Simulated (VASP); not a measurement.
Write the native input for VASP 6.6.1 that does the following.

| Item | Value |
| --- | --- |
| Task | relaxation of cell and atoms |
| Functional | PBE |
| Potentials or basis | VASP PAW PBE potentials, release 64 (Pt) |
| Cutoff | 500 eV |
| k mesh | 10 × 10 × 10 |
| Occupations | gaussian, width 0.05 eV |
| Spin | no spin polarisation |
| Target pressure | 45 GPa |
| Dipole correction | no |
| Further INCAR settings | ALGO = Normal; EDIFF = 1e-07; IBRION = 2; EDIFFG = -0.01; NSW = 80; ISIF = 3 |

The structure of Pt lies in POSCAR:

```
Pt
1.0
    2.5500000000      0.0000000000      0.0000000000
    0.0000000000      2.5500000000      0.0000000000
    0.0000000000      0.0000000000      2.5500000000
Pt
1
Direct
    0.0000000000      0.0000000000      0.0000000000
```

The input as run:

INCAR

```
ALGO     = Normal         # electronic algorithm
EDIFF    = 1E-7           # SCF threshold, eV
EDIFFG   = -0.01          # ionic threshold
ENCUT    = 500            # plane-wave cutoff, eV
GGA      = PE             # functional
GGA_COMPAT= False        
IBRION   = 2              # ionic algorithm
ISIF     = 3              # what is computed and relaxed
ISMEAR   = 0              # smearing method
LASPH    = True           # aspherical terms in the spheres
LCHARG   = False          # write CHGCAR
LREAL    = False          # projectors in reciprocal space
LWAVE    = False          # write WAVECAR
NELM     = 120            # most SCF steps
NELMIN   = 4            
NSW      = 80             # ionic steps
PREC     = Accurate       # precision mode
PSTRESS  = 450.0        
SIGMA    = 0.05           # smearing width, eV
```

KPOINTS

```
k-points
0
Gamma
  10 10 10
```

Potentials or basis: VASP PAW PBE potentials, release 64 (Pt).

Command:

```bash
$ cat potpaw_PBE.64/Pt/POTCAR > POTCAR
$ mpirun -np 1 vasp_std > vasp.out
```

Results of the run:

```json
{
  "Relaxed volume": "15.36 Å³/atom",
  "Relaxed cell": "a = 2.486 Å, b = 2.486 Å, c = 2.486 Å, α = 90.00°, β = 90.00°, γ = 90.00°",
  "Space group after relaxing (to 0.05 Å)": "Pm-3m (No. 221)",
  "Energy change on relaxing (the enthalpy is what falls)": "+239.2 meV/atom",
  "Ionic steps": "5",
  "Pressure after relaxing": "45.0 GPa",
  "Band gap on the k mesh": "zero (band 5 reaches 13.70 eV, above the bottom of band 6 at 9.56 eV)"
}
```

Caveat: the cell is relaxed towards a set pressure, so the enthalpy falls and the energy may rise; spin-orbit coupling is left out, which moves the levels of the heavy elements.

Wall time 43 s on 1 thread of Intel Xeon 8259CL, on a shared host, peak memory 0.14 GiB.
